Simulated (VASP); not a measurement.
# Cu3N (Pm-3m) in VASP: further runs

Runs on Cu3N. Level: r2SCAN. Tasks: single point.

Everything below comes from runs of VASP 6.6.1. Logs are shortened: lines on timing, memory, paths and dates and some standing lists are left out, and cuts for length are marked.

### Step 1. The cell of the first run

The structure is cubic, space group Pm-3m (No. 221). The conventional cell has a = 3.751 Å, b = 3.751 Å, c = 3.751 Å, α = 90.00°, β = 90.00°, γ = 90.00°. Within 2.5 Å of Cu (site symmetry 4/mmm) lie 2 N at 1.88 Å. N (site symmetry m-3m) has 6 Cu at 1.88 Å within 2.5 Å.

### Step 2. Single point, r2SCAN (volume changed by -3%)

File POSCAR:

```
Cu3N
1.0
    3.7510910143      0.0000000000      0.0000000000
    0.0000000000      3.7510910143      0.0000000000
    0.0000000000      0.0000000000      3.7510910143
Cu N
3 1
Direct
    0.5000000000      0.0000000000      0.0000000000
    0.0000000000      0.5000000000      0.0000000000
    0.0000000000      0.0000000000      0.5000000000
    0.0000000000      0.0000000000      0.0000000000
```

File INCAR.step1:

```
SYSTEM = Cu3N
  PREC = Accurate
  ENCUT = 660
  ISMEAR = -1
  SIGMA = 0.02
  LREAL = .False.
  LASPH = .True.
  NELM = 120
  NBANDS = 27
  GGA = PE
  ALGO = Normal
  EDIFF = 1E-5
  LWAVE = .True.
  LCHARG = .False.
  GGA_COMPAT = .False.
```

File INCAR.step2:

```
SYSTEM = Cu3N
  PREC = Accurate
  ENCUT = 660
  EDIFF = 1E-6
  ISMEAR = -1
  SIGMA = 0.02
  LREAL = .False.
  LASPH = .True.
  NELM = 120
  ALGO = Normal
  ISIF = 2
  LWAVE = .False.
  LCHARG = .True.
  METAGGA = R2SCAN
  LMIXTAU = .True.
  LELF = .True.
  LVHAR = .True.
  NBANDS = 27
  ISTART = 1
  GGA_COMPAT = .False.
```

File KPOINTS:

```
regular mesh
0
Gamma
  6 6 6
  0 0 0
```

Potentials or basis: VASP PAW PBE potentials, release 64 (Cu, N).

Command:

```bash
> cat potpaw_PBE.64/Cu/POTCAR potpaw_PBE.64/N/POTCAR > POTCAR
> cp INCAR.step1 INCAR
> mpirun -np 1 vasp_std > vasp.out
> cp INCAR.step2 INCAR
> mpirun -np 1 vasp_std > vasp.out
```

OUTCAR:

```text
SYSTEM = Cu3N
   PREC = Accurate
   ENCUT = 660
   EDIFF = 1E-6
   ISMEAR = -1
   LREAL = .False.
   LASPH = .True.
   NELM = 120
   ISIF = 2
   METAGGA = R2SCAN
   ISTART = 1

 ion  position               nearest neighbor table
   1  0.500  0.000  0.000-   4 1.88   4 1.88   2 2.65   3 2.65   2 2.65   2 2.65   3 2.65   3 2.65
                             3 2.65   2 2.65
   2  0.000  0.500  0.000-   4 1.88   4 1.88   1 2.65   3 2.65   1 2.65   3 2.65   3 2.65   3 2.65
                             1 2.65   1 2.65
   3  0.000  0.000  0.500-   4 1.88   4 1.88   1 2.65   1 2.65   2 2.65   2 2.65   2 2.65   2 2.65
                             1 2.65   1 2.65
   4  0.000  0.000  0.000-   1 1.88   2 1.88   3 1.88   3 1.88   2 1.88   1 1.88

  LATTYP: Found a simple cubic cell.
 ALAT       =     3.7510910143

  Lattice vectors:

 A1 = (   3.7510910143,   0.0000000000,   0.0000000000)
 A2 = (   0.0000000000,   3.7510910143,   0.0000000000)
 A3 = (   0.0000000000,   0.0000000000,   3.7510910143)

Analysis of symmetry for initial positions (statically):
=====================================================================
 Subroutine PRICEL returns:
 Original cell was already a primitive cell.

 Routine SETGRP: Setting up the symmetry group for a
 simple cubic supercell.

 Subroutine GETGRP returns: Found 48 space group operations
[... 9 lines left out ...]

 Routine SETGRP: Setting up the symmetry group for a
 simple cubic supercell.

 Subroutine GETGRP returns: Found 48 space group operations
[... 11 lines left out ...]
                                     Primitive cell

  volume of cell :      52.7804

  direct lattice vectors                    reciprocal lattice vectors
     3.751091014  0.000000000  0.000000000     0.266589106  0.000000000  0.000000000
     0.000000000  3.751091014  0.000000000     0.000000000  0.266589106  0.000000000
     0.000000000  0.000000000  3.751091014     0.000000000  0.000000000  0.266589106

  length of vectors
     3.751091014  3.751091014  3.751091014     0.266589106  0.266589106  0.266589106

  position of ions in fractional coordinates (direct lattice)
     0.500000000  0.000000000  0.000000000
     0.000000000  0.500000000  0.000000000
     0.000000000  0.000000000  0.500000000
     0.000000000  0.000000000  0.000000000

  ion indices of the primitive-cell ions
   primitive index   ion index
                 1           1
                 2           2
[... 63 lines left out ...]
   ISPIN  =      1    spin polarized calculation?
   LNONCOLLINEAR =      F non collinear calculations
   LSORBIT =      F    spin-orbit coupling
   LASPH  =      T    aspherical Exc in radial PAW
   ENCUT  =  660.0 eV  48.51 Ry    6.96 a.u.   7.86  7.86  7.86*2*pi/ulx,y,z
   NELM   =    120;   NELMIN=  2; NELMDL=  0     # of ELM steps
   EDIFF  = 0.1E-05   stopping-criterion for ELM
   LREAL  =      F    real-space projection
   EDIFFG = 0.1E-04   stopping-criterion for IOM
   NSW    =      0    number of steps for IOM
   IBRION =     -1    ionic relax: 0-MD 1-quasi-New 2-CG
   NFREE  =      0    steps in history (QN), initial steepest desc. (CG)
   ISIF   =      2    stress and relaxation
   ISYM   =      2    0-nonsym 1-usesym 2-fastsym
   POTIM  = 0.5000    time-step for ionic-motion
   TEBEG  =    0.0;   TEEND  =   0.0 temperature during run
   PSTRESS=    0.0 pullay stress
   NELECT =      38.0000    total number of electrons
   NUPDOWN=      -1.0000    fix difference up-down
   EMIN   =  10.00;   EMAX   =-10.00  energy-range for DOS
   EFERMI =   0.00;   METHOD = LEGACY
   ISMEAR =    -1;   SIGMA  =   0.02  broadening in eV -4-tet -1-fermi 0-gaus
   EFERMI_NEDOS =   21; number of points for ismear=-14 and -15
   IALGO  =     38    algorithm
   IMIX   =      4    mixing-type and parameters
     AMIX     =   0.40;   BMIX     =  1.00
     AMIX_MAG =   1.60;   BMIX_MAG =  1.00
  volume/ion in A,a.u.               =      13.20        89.04
  Fermi-wavevector in a.u.,A,eV,Ry     =   1.467276  2.772749 29.291960  2.152898
  Thomas-Fermi vector in A             =   2.582913
   LORBIT       =      0    0 simple, 1 ext, 2 COOP (PROOUT), +10 PAW based schemes
   METAGGA = R2SCAN    functional components
   LHFCALC =     F    Hartree Fock is set to
   AEXX    =    0.0000 exact exchange contribution
   IVDW    =     0    specifies the selected vdW correction
   LEPSILON=     F    determine dielectric tensor
   LRPA    =     F    only Hartree local field effects (RPA)
 non-spin polarized calculation
  energy-cutoff  :      660.00
  volume of cell :       52.78
 maximum number of plane-waves:      2054
 NGX is ok and might be reduce to    32
   NGX = 15   NGY = 15   NGZ = 15

 number of electron      38.0000009 magnetization

 Free energy of the ion-electron system (eV)
  ---------------------------------------------------
  ext. energy  EPLUGINS =         0.00000000
  ---------------------------------------------------
  free energy    TOTEN  =       -40.67958111 eV

  energy without entropy =      -40.67943868  energy(sigma->0) =      -40.67950989

 E-fermi :   5.4189     XC(G=0): -11.7258

 val. band max:        5.3479534299   @ k =   0.5000   0.5000   0.5000
 cond. band min:       5.4899763186   @ k =   0.5000   0.5000   0.0000
 fundamental gap:      0.1420228886
 Fermi energy:         5.4189486889

 k-point     1 :       0.0000    0.0000    0.0000
  band No.  band energies     occupation
      1     -12.8736      2.00000
      2      -0.3088      2.00000
      3       0.1235      2.00000
      4       0.1235      2.00000
      5       0.1235      2.00000
      6       1.0760      2.00000
[... 589 lines left out ...]
     26      14.2496      0.00000
     27      17.1545      0.00000

------------------------ aborting loop because EDIFF is reached ----------------------------------------

  FORCE on cell =-STRESS in cart. coord.  units (eV):
  Direction    XX          YY          ZZ          XY          YZ          ZX
  --------------------------------------------------------------------------------------
  -------------------------------------------------------------------------------------
  Total        1.6423358      1.6423358      1.6423358      0.0000000      0.0000000     -0.0000000
  in kB       49.8539689     49.8539689     49.8539689      0.0000000      0.0000000     -0.0000000
  external PRESSURE =      49.8539689 kB  Pullay stress =       0.0000000 kB

 VOLUME and BASIS-vectors are now :
 -----------------------------------------------------------------------------
  energy-cutoff  :      660.00
  volume of cell :       52.78
      direct lattice vectors                 reciprocal lattice vectors
     3.751091014  0.000000000  0.000000000     0.266589106  0.000000000  0.000000000
     0.000000000  3.751091014  0.000000000     0.000000000  0.266589106  0.000000000
     0.000000000  0.000000000  3.751091014     0.000000000  0.000000000  0.266589106

 POSITION                                       TOTAL-FORCE (eV/Angst)
 -----------------------------------------------------------------------------------
      1.87555      0.00000      0.00000         0.000000      0.000000      0.000000
      0.00000      1.87555      0.00000         0.000000      0.000000      0.000000
      0.00000      0.00000      1.87555         0.000000      0.000000      0.000000
      0.00000      0.00000      0.00000         0.000000      0.000000      0.000000
 -----------------------------------------------------------------------------------
    total drift:                                0.000000      0.000000     -0.000000

  FREE ENERGIE OF THE ION-ELECTRON SYSTEM (eV)
  ---------------------------------------------------
  free  energy   TOTEN  =       -40.6795811055 eV

  energy  without entropy=      -40.6794386809  energy(sigma->0) =      -40.67950989
```

OUTCAR.step1:

```text
SYSTEM = Cu3N
   PREC = Accurate
   ENCUT = 660
   ISMEAR = -1
   LREAL = .False.
   LASPH = .True.
   NELM = 120
[... 823 lines left out ...]
      0.00000      1.87555      0.00000         0.000000      0.000000      0.000000
      0.00000      0.00000      1.87555         0.000000      0.000000      0.000000
      0.00000      0.00000      0.00000         0.000000      0.000000      0.000000
 -----------------------------------------------------------------------------------
    total drift:                                0.000000      0.000000     -0.000000

  FREE ENERGIE OF THE ION-ELECTRON SYSTEM (eV)
  ---------------------------------------------------
  free  energy   TOTEN  =       -18.2894550051 eV

  energy  without entropy=      -18.2887877420  energy(sigma->0) =      -18.28912137
```

Run time: 44 s. Hardware: 1 thread of Intel Xeon 6975P-C (Granite Rapids), shared host; peak memory 0.19 GiB.

Results:

```
Free energy            : -40.6796 eV
Pressure               : 5.0 GPa
Band gap on the k mesh : 0.14 eV, indirect (least direct gap 0.75 eV)
```

Caveat: the PAW data sets were made with another functional, which shifts forces and pressure a little. A k mesh can miss the band edges.

(Continued in part 2 of 2.)
